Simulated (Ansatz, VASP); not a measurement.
Given: the input of a run of VASP 6.6.1 on Sr2CuSO2.

File INCAR:

```
  PREC = Accurate
  ENCUT = 520
  EDIFF = 1E-6
  ISMEAR = -1
  SIGMA = 0.05
  LREAL = F
  LASPH = T
  NELM = 100
  ALGO = Normal
  ISIF = 2
  LWAVE = F
  LCHARG = T
  GGA = PE
  LELF = T
  LVHAR = T
  NBANDS = 34
```

Contents of KPOINTS:

```
regular mesh
0
Gamma
  7 7 4
```

The input POSCAR:

```
Sr2CuSO2
1.0
    3.9536955074      0.0000000000      0.0000000000
    0.0000000000      3.9536955074      0.0000000000
    0.0000000000      0.0000000000      6.9718335423
Sr Cu S O
2 1 1 2
Direct
    0.0000000000      0.0000000000      0.7508430000
    0.0000000000      0.0000000000      0.2491570000
    0.5000000000      0.5000000000      0.0000000000
    0.5000000000      0.5000000000      0.5000000000
    0.5000000000      0.0000000000      0.0000000000
    0.0000000000      0.5000000000      0.0000000000
```

Potentials or basis: VASP PAW PBE potentials, release 64 (Sr_sv, Cu, S, O).

Run with:

```bash
$ cat potpaw_PBE.64/Sr_sv/POTCAR potpaw_PBE.64/Cu/POTCAR potpaw_PBE.64/S/POTCAR potpaw_PBE.64/O/POTCAR > POTCAR
$ mpirun -np 1 vasp_std > vasp.out
```

Question: Translate it to Ansatz 0.2.0. Potentials there: Ansatz PAW.

Answer: As run (the cutoff follows the program's own potentials):

input.yaml

```yaml
crystal:
  lattice:
    - [3.9536955074, 0.0, 0.0]
    - [0.0, 3.9536955074, 0.0]
    - [0.0, 0.0, 6.9718335423]
  atoms:
    - { symbol: Sr, position: [0.0, 0.0, 0.750843] }
    - { symbol: Sr, position: [0.0, 0.0, 0.249157] }
    - { symbol: Cu, position: [0.5, 0.5, 0.0] }
    - { symbol: S, position: [0.5, 0.5, 0.5] }
    - { symbol: O, position: [0.5, 0.0, 0.0] }
    - { symbol: O, position: [0.0, 0.5, 0.0] }
hamiltonian:
  xc: pbe
  pseudopotentials: { kind: paw }
kpoints:
  mp_grid: { grid: [7, 7, 4] }
scf:
  occupations: { method: fermi_dirac, width: 0.05 }
output:
  forces: true
  stress: true
  eigenvalues: true
```

Potentials or basis: Ansatz PAW.

Run with:

```bash
$ ansatz run input.yaml --threads 2 --pin off --max-ram 5120MiB --backend cpu --events-out ev --progress --plain --runs-dir out
```

Both were run:

|  | VASP | Ansatz | Ansatz less VASP |
| --- | --- | --- | --- |
| gap on the k mesh at the Fermi level (eV) | none | none | - |
| pressure (GPa) | -2.8 | -3.1 | -0.36 |
| traceless stress, the component that is largest in VASP (GPa) | 0.61 | 0.74 | +0.134 |
| rms of the force components (eV/Å) | 0.090 | 0.104 | +0.0136 |

Atom by atom the forces differ by 0.014 eV/Å (rms over components). A gap of «none» marks a metal or a gap that the smearing closes. VASP's potentials hold 49 valence electrons a cell and Ansatz's 57, so a difference there can come from the potentials and not from the codes.
